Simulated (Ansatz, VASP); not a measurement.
# Al: VASP beside Ansatz

```xyz
1
Lattice="-1.6070 1.6070 1.6070 1.6070 -1.6070 1.6070 1.6070 1.6070 -1.6070" Properties=species:S:1:pos:R:3 pbc="T T T"
Al    0.0000    0.0000    0.0000
```

Alike in both runs: task single point; functional LDA; k mesh 8 × 8 × 8; occupations gaussian, width 0.1 eV; no spin polarisation.

|  | VASP | Ansatz |
| --- | --- | --- |
| version | VASP 6.6.1 | Ansatz 0.2.0 |
| potentials or method | VASP PAW LDA potentials, release 64 (Al), cutoff 500 eV | scalar-relativistic, plane waves, PAW |
| valence electrons in the cell | 3 | 3 |

|  | VASP | Ansatz | Ansatz less VASP |
| --- | --- | --- | --- |
| gap on the k mesh at the Fermi level (eV) | none | none | - |
| pressure (GPa) | -1.1 | -1.2 | -0.07 |

Ansatz warns that its potentials were made for another functional, while VASP's fit it. LDA's correlation is that of Perdew and Zunger in VASP and of Perdew and Wang (1992) in Ansatz. A gap of «none» marks a metal or a gap that the smearing closes.
